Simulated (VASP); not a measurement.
# H3C2 (R-3m) in VASP: further runs

Runs on H3C2. Level: PBE. Tasks: relaxation of cell and atoms, single point.

All numbers are computed with VASP 6.6.1; they aren't measurements. Logs are shortened: lines on timing, memory, paths and dates and some standing lists are left out, and cuts for length are marked.

## (1) The cell of the first run

Symmetry: R-3m, No. 166, trigonal system. Conventional cell: a = 2.853 Å, b = 2.853 Å, c = 19.838 Å, α = 90.00°, β = 90.00°, γ = 120.00°. Within 3.0 Å of H (site symmetry -3m) lie 6 C at 2.11 Å and 12 H at 2.85 to 2.96 Å. H (site symmetry 3m) has 3 C at 2.00 Å and 3 H at 2.37 Å within 2.6 Å. C (site symmetry 3m) has 6 H at 2.00 to 2.11 Å within 2.6 Å.

## (2) Relaxation of cell and atoms, PBE

File INCAR:

```
SYSTEM = H3C2
PREC = Accurate
ENCUT = 600
EDIFF = 1E-6
ISMEAR = 0
SIGMA = 0.1
LREAL = .FALSE.
LASPH = .TRUE.
NELM = 100
ALGO = Normal
ISIF = 3
LWAVE = .FALSE.
LCHARG = .FALSE.
GGA = PE
IBRION = 2
NSW = 90
EDIFFG = -0.04
```

File KPOINTS:

```
Automatic mesh
0
G
  6 6 6
  0 0 0
```

File POSCAR:

```
H3C2
1.0
    1.4265392360      0.8236128119      6.6127329789
   -1.4265392360      0.8236128119      6.6127329789
    0.0000000000     -1.6472256238      6.6127329789
H C
3 2
Direct
    0.0000000000      0.0000000000      0.0000000000
    0.2095000000      0.2095000000      0.2095000000
    0.7905000000      0.7905000000      0.7905000000
    0.4000000000      0.4000000000      0.4000000000
    0.6000000000      0.6000000000      0.6000000000
```

Potentials or basis: VASP PAW PBE potentials, release 64 (H, C).

On the command line:

```sh
cat potpaw_PBE.64/H/POTCAR potpaw_PBE.64/C/POTCAR > POTCAR
mpirun -np 1 vasp_std > vasp.out
```

OUTCAR:

```text
SYSTEM = H3C2
   PREC = Accurate
   ENCUT = 600
   EDIFF = 1E-6
   ISMEAR = 0
   LREAL = .FALSE.
   LASPH = .TRUE.
   NELM = 100
   ISIF = 3
   GGA = PE
   IBRION = 2
   NSW = 90
   EDIFFG = -0.04

 ion  position               nearest neighbor table
   1  0.000  0.000  0.000-
   2  0.209  0.209  0.209-
   3  0.791  0.791  0.791-
   4  0.400  0.400  0.400-
   5  0.600  0.600  0.600-

  LATTYP: Found a trigonal (rhomboedric) cell.
 ALAT       =     6.8148066521
 COS(alpha) =     0.9123624232

  Lattice vectors:

 A1 = (   1.4265392360,   0.8236128119,   6.6127329789)
 A2 = (  -1.4265392360,   0.8236128119,   6.6127329789)
 A3 = (   0.0000000000,  -1.6472256238,   6.6127329789)

Analysis of symmetry for initial positions (statically):
=====================================================================
 Subroutine PRICEL returns:
 Original cell was already a primitive cell.

 Routine SETGRP: Setting up the symmetry group for a
 trigonal (rhombohedral) supercell.

 Subroutine GETGRP returns: Found 12 space group operations
 (whereof 12 operations were pure point group operations)
 out of a pool of 12 trial point group operations.

The static configuration has the point symmetry D_3d.

Analysis of symmetry for dynamics (positions and initial velocities):
=====================================================================
 Subroutine PRICEL returns:
 Original cell was already a primitive cell.

 Routine SETGRP: Setting up the symmetry group for a
 trigonal (rhombohedral) supercell.

 Subroutine GETGRP returns: Found 12 space group operations
 (whereof 12 operations were pure point group operations)
 out of a pool of 12 trial point group operations.

The dynamic configuration has the point symmetry D_3d.

 Subroutine INISYM returns: Found 12 space group operations
 (whereof 12 operations are pure point group operations),
 and found     1 'primitive' translations

----------------------------------------------------------------------------------------

                                     Primitive cell

  volume of cell :      46.6164

  direct lattice vectors                    reciprocal lattice vectors
     1.426539236  0.823612812  6.612732979     0.350498596  0.202360459  0.050407802
    -1.426539236  0.823612812  6.612732979    -0.350498596  0.202360459  0.050407802
     0.000000000 -1.647225624  6.612732979     0.000000000 -0.404720918  0.050407802

  length of vectors
     6.814806652  6.814806652  6.814806652     0.407847972  0.407847972  0.407847972

  position of ions in fractional coordinates (direct lattice)
     0.000000000  0.000000000  0.000000000
     0.209500000  0.209500000  0.209500000
     0.790500000  0.790500000  0.790500000
     0.400000000  0.400000000  0.400000000
     0.600000000  0.600000000  0.600000000

  ion indices of the primitive-cell ions
   primitive index   ion index
                 1           1
                 2           2
                 3           3
                 4           4
                 5           5

----------------------------------------------------------------------------------------

 KPOINTS: Automatic mesh

Automatic generation of k-mesh.
 Grid dimensions read from file:
 generate k-points for:    6    6    6

 Generating k-lattice:

  Cartesian coordinates                     Fractional coordinates (reciprocal lattice)
     0.058416433  0.033726743  0.008401300     0.166666667  0.000000000  0.000000000
    -0.058416433  0.033726743  0.008401300     0.000000000  0.166666667  0.000000000
     0.000000000 -0.067453486  0.008401300     0.000000000  0.000000000  0.166666667

  Length of vectors
     0.067974662  0.067974662  0.067974662

  Shift w.r.t. Gamma in fractional coordinates (k-lattice)
     0.000000000  0.000000000  0.000000000

 Subroutine IBZKPT returns following result:
 ===========================================

 Found     32 irreducible k-points:

 Following reciprocal coordinates:
            Coordinates               Weight
  0.000000  0.000000  0.000000      1.000000
  0.166667  0.000000 -0.000000      6.000000
  0.333333  0.000000  0.000000      6.000000
  0.500000  0.000000  0.000000      3.000000
  0.166667  0.166667 -0.000000      6.000000
  0.333333  0.166667  0.000000     12.000000
[... 16 lines left out ...]
  0.500000  0.500000  0.166667      6.000000
 -0.333333  0.500000  0.166667     12.000000
 [... further k-points ...]
   k-points           NKPTS =     32   k-points in BZ     NKDIM =     32   number of bands    NBANDS=      9
   number of dos      NEDOS =    301   number of ions     NIONS =      5
   total plane-waves  NPLWV = 157464
   dimension x,y,z NGX =    54 NGY =   54 NGZ =   54
   dimension x,y,z NGXF=   108 NGYF=  108 NGZF=  108
   ions per type =               3   2
   NGX,Y,Z   is equivalent  to a cutoff of  13.17, 13.17, 13.17 a.u.
   NGXF,Y,Z  is equivalent  to a cutoff of  26.35, 26.35, 26.35 a.u.
 SYSTEM =  H3C2
   PREC   = accura    normal or accurate (medium, high low for compatibility)
   ISTART =      0    job   : 0-new  1-cont  2-samecut
   ICHARG =      2    charge: 1-file 2-atom 10-const
   ISPIN  =      1    spin polarized calculation?
   LNONCOLLINEAR =      F non collinear calculations
   LSORBIT =      F    spin-orbit coupling
   LASPH  =      T    aspherical Exc in radial PAW
   ENCUT  =  600.0 eV  44.10 Ry    6.64 a.u.  13.61 13.61 13.61*2*pi/ulx,y,z
   NELM   =    100;   NELMIN=  2; NELMDL= -5     # of ELM steps
   EDIFF  = 0.1E-05   stopping-criterion for ELM
   LREAL  =      F    real-space projection
   EDIFFG = -.4E-01   stopping-criterion for IOM
   NSW    =     90    number of steps for IOM
   IBRION =      2    ionic relax: 0-MD 1-quasi-New 2-CG
   NFREE  =      1    steps in history (QN), initial steepest desc. (CG)
   ISIF   =      3    stress and relaxation
   ISYM   =      2    0-nonsym 1-usesym 2-fastsym
   POTIM  = 0.5000    time-step for ionic-motion
   TEBEG  =    0.0;   TEEND  =   0.0 temperature during run
   PSTRESS=    0.0 pullay stress
   NELECT =      11.0000    total number of electrons
   NUPDOWN=      -1.0000    fix difference up-down
   EMIN   =  10.00;   EMAX   =-10.00  energy-range for DOS
   EFERMI =   0.00;   METHOD = LEGACY
   ISMEAR =     0;   SIGMA  =   0.10  broadening in eV -4-tet -1-fermi 0-gaus
   EFERMI_NEDOS =   21; number of points for ismear=-14 and -15
   IALGO  =     38    algorithm
   IMIX   =      4    mixing-type and parameters
     AMIX     =   0.40;   BMIX     =  1.00
     AMIX_MAG =   1.60;   BMIX_MAG =  1.00
  volume/ion in A,a.u.               =       9.32        62.92
  Fermi-wavevector in a.u.,A,eV,Ry     =   1.011640  1.911723 13.924416  1.023416
  Thomas-Fermi vector in A             =   2.144702
   LORBIT       =      0    0 simple, 1 ext, 2 COOP (PROOUT), +10 PAW based schemes
   GGA     = PE    functional components
   LHFCALC =     F    Hartree Fock is set to
   AEXX    =    0.0000 exact exchange contribution
   IVDW    =     0    specifies the selected vdW correction
   LEPSILON=     F    determine dielectric tensor
   LRPA    =     F    only Hartree local field effects (RPA)
 conjugate gradient relaxation of ions
 non-spin polarized calculation
 Gauss-broadening in eV      SIGMA  =   0.10
  energy-cutoff  :      600.00
  volume of cell :       46.62
 maximum number of plane-waves:      1572
   NGX = 27   NGY = 27   NGZ = 27

--------------------------------------- Ionic step        1  -------------------------------------------

 number of electron      11.0000000 magnetization

 Free energy of the ion-electron system (eV)
  ---------------------------------------------------
  ext. energy  EPLUGINS =         0.00000000
  ---------------------------------------------------
  free energy    TOTEN  =       -14.32275772 eV

  energy without entropy =      -14.30448613  energy(sigma->0) =      -14.31362192

------------------------ aborting loop because EDIFF is reached ----------------------------------------

  FORCE on cell =-STRESS in cart. coord.  units (eV):
  Direction    XX          YY          ZZ          XY          YZ          ZX
  --------------------------------------------------------------------------------------
  -------------------------------------------------------------------------------------
  Total       -7.5560576     -7.5560576     -7.5597596      0.0000000      0.0000000      0.0000000
  in kB     -259.6969161   -259.6969161   -259.8241504      0.0000000      0.0000000      0.0000000
  external PRESSURE =    -259.7393275 kB  Pullay stress =       0.0000000 kB
[... 684 lines left out ...]
 k-point    24 :      -0.3333    0.5000    0.1667
  band No.  band energies     occupation
      1      -6.8226      2.00000
      2      -5.6957      2.00000
      3      -2.6331      2.00000
      4      -0.9296      2.00000
      5       0.9012      2.00000
      6       2.4103      2.00000
      7       3.5786      0.01316
      8       4.0591      0.00000
      9       6.7631      0.00000

 [... further k-points ...]

[... ionic steps 4 to 29 ...]

--------------------------------------- Ionic step       30  -------------------------------------------

 number of electron      11.0000000 magnetization

------------------------ aborting loop because EDIFF is reached ----------------------------------------

  FORCE on cell =-STRESS in cart. coord.  units (eV):
  Direction    XX          YY          ZZ          XY          YZ          ZX
  --------------------------------------------------------------------------------------
  -------------------------------------------------------------------------------------
  Total        0.1334488      0.1334488     -0.1392738      0.0000000      0.0000000     -0.0000000
  in kB        8.9913508      8.9913508     -9.3838253      0.0000000      0.0000000     -0.0000000
  external PRESSURE =       2.8662921 kB  Pullay stress =       0.0000000 kB
[... 63 lines left out ...]
  energy  without entropy=      -20.4880083958  energy(sigma->0) =      -20.49046858

--------------------------------------- Ionic step       32  -------------------------------------------

 number of electron      11.0000000 magnetization

 Free energy of the ion-electron system (eV)
  ---------------------------------------------------
  ext. energy  EPLUGINS =         0.00000000
  ---------------------------------------------------
  free energy    TOTEN  =       -20.49344587 eV

  energy without entropy =      -20.48861613  energy(sigma->0) =      -20.49103100

 E-fermi :   4.3488     XC(G=0): -11.6506

 val. band max:        4.3202099804   @ k =   0.5000   0.1667   0.1667
 cond. band min:       4.5057347622   @ k =  -0.3333   0.1667  -0.0000
 fundamental gap:      0.1855247818
 Fermi energy:         4.3488177216

 k-point     1 :       0.0000    0.0000    0.0000
  band No.  band energies     occupation
      1     -13.4222      2.00000
      2      -5.5470      2.00000
      3      -4.3551      2.00000
      4       5.5267      0.00000
      5       5.5267      0.00000
      6       8.9392      0.00000
      7      11.0582      0.00000
      8      11.0582      0.00000
      9      13.3972      0.00000
[... 308 lines left out ...]
  FREE ENERGIE OF THE ION-ELECTRON SYSTEM (eV)
  ---------------------------------------------------
  free  energy   TOTEN  =       -20.4934458716 eV

  energy  without entropy=      -20.4886161308  energy(sigma->0) =      -20.49103100

 reached required accuracy - stopping structural energy minimisation
```

It took 12 min on 1 thread of Intel Xeon 6975P-C (Granite Rapids), shared host; peak memory 0.42 GiB.

What came out:

```yaml
Free_energy: -20.4934 eV
Relaxed_volume: 4.77 Å³/atom
Relaxed_cell: a = 4.316 Å, b = 4.316 Å, c = 4.316 Å, α = 35.21°, β = 35.21°, γ = 35.21°
Space_group_after_relaxing_to_0.1_Å: R-3m (No. 166)
Pressure_after_relaxing: 0.2 GPa
Largest_force_after_relaxing: 0.015 eV/Å
Band_gap_on_the_k_mesh: zero (an odd number of electrons rules out a gap without spin polarisation)
```

Forces in eV/Å, atoms in the order of the input:
```
H    0.000  0.000  0.000
H    0.000  0.000 -0.015
H    0.000  0.000  0.015
C    0.000  0.000  0.003
C    0.000  0.000 -0.003
```

Stress tensor (GPa, compression positive):
```
 0.50  0.00  0.00
 0.00  0.50  0.00
 0.00  0.00 -0.39
```

Final structure:
```
H C
1.0
     1.30526    0.75359    4.04443
    -1.30526    0.75359    4.04443
     0.00000   -1.50718    4.04443
H C
3 2
Direct
  0.00000 0.00000 0.00000
  0.24466 0.24466 0.24466
  0.75534 0.75534 0.75534
  0.44384 0.44384 0.44384
  0.55616 0.55616 0.55616
```

Levels at points of the mesh, in eV from the Fermi level:
```tsv
k point	band 3	band 4	band 5	band 6	band 7	band 8	band 9
(0.00, 0.00, 0.00)	-8.70	1.18	1.18	4.59	6.71	6.71	9.05
(0.50, 0.00, 0.00)	-5.63	-5.57	-1.51	-0.67	1.44	4.50	7.29
(0.50, 0.50, 0.00)	-6.38	-5.62	-2.33	-0.95	3.40	5.38	8.39
(0.50, 0.50, 0.50)	-3.83	1.08	1.08	1.96	6.98	6.98	8.65
```

Caveat: the k points lie up to 0.47 Å⁻¹ apart in the final cell, too coarse for converged energies and pressures of a metal; the volume moved by over 15 % at a fixed basis, so the end points are rough; an odd number of electrons without spin polarisation forces a metal; a magnetic or distorted state may lie lower.

(Continued in part 2 of 2.)

The gap in the log of VASP goes by the Fermi energy; the results here count the filled bands.